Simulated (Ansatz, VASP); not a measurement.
# One calculation of Al2C, two programs

The input INCAR:

```
SYSTEM = Al2C
  PREC = Accurate
  ENCUT = 520
  EDIFF = 1E-7
  ISMEAR = 0
  SIGMA = 0.1
  LREAL = .FALSE.
  LASPH = .TRUE.
  NELM = 150
  ALGO = Normal
  ISIF = 2
  LWAVE = .FALSE.
  LCHARG = .FALSE.
  ISPIN = 2
  MAGMOM = 0 0 1
  LORBIT = 11
  GGA = PE
  NBANDS = 16
```

File KPOINTS:

```
Automatic mesh
0
G
  6 6 4
  0 0 0
```

Contents of POSCAR:

```
Al2C
1.0
    3.1808475000      0.0000000000      0.0000000000
   -1.5904237500      2.7546947400      0.0000000000
    0.0000000000      0.0000000000      4.4099800900
Al C
2 1
Direct
    0.3333333300      0.6666666700      0.2419167500
    0.6666666700      0.3333333300      0.7580832500
    0.0000000000      0.0000000000      0.0000000000
```

Input for Ansatz:

```yaml
crystal:
  lattice:
    - [3.1808475, 0.0, 0.0]
    - [-1.59042375, 2.75469474, 0.0]
    - [0.0, 0.0, 4.40998009]
  atoms:
    - { symbol: Al, position: [0.33333333, 0.66666667, 0.24191675] }
    - { symbol: Al, position: [0.66666667, 0.33333333, 0.75808325] }
    - { symbol: C, position: [0.0, 0.0, 0.0], spin: 1.0 }
basis:
  ecutwfc: 420
kpoints:
  mp_grid: { grid: [6, 6, 4] }
hamiltonian:
  xc: pbe
scf:
  occupations: { method: gaussian, width: 0.1 }
  lower_state_search: "off"
output:
  forces: true
  stress: true
  eigenvalues: true
  populations: true
magnetization:
  spin_polarized: true
```

Change from the starting cell: species swapped into the NiTe2 type (P-3m1, No. 164).

Alike in both runs: task single point; functional PBE; k mesh 6 × 6 × 4; occupations gaussian, width 0.1 eV; collinear spin.

```csv
,VASP,Ansatz
version,VASP 6.6.1,Ansatz 0.2.0
potentials or method,"VASP PAW PBE potentials, release 64 (Al, C), cutoff 520 eV","scalar-relativistic, plane waves, PAW"
valence electrons in the cell,10,10
```

Ansatz gave:

- gap on the k mesh at the Fermi level (eV): none
- pressure (GPa): -7.1
- traceless stress, the component that is largest in VASP (GPa): 4.73
- rms of the force components (eV/Å): 0.391
- net moment per atom (μB): 0.00

Task: Which values does VASP return?

Result: gap on the k mesh at the Fermi level (eV): none; pressure (GPa): -7.1; traceless stress, the component that is largest in VASP (GPa): 4.63; rms of the force components (eV/Å): 0.396; net moment per atom (μB): 0.00.

Atom by atom the forces differ by 0.005 eV/Å (rms over components). A gap of «none» marks a metal or a gap that the smearing closes. With one functional, cell and mesh, what is left measures potentials, basis and numerics. Ansatz's warnings: filled band counts differ across k points, seeded moment not kept.

The k mesh is coarse, so the values compare programs but aren't converged.
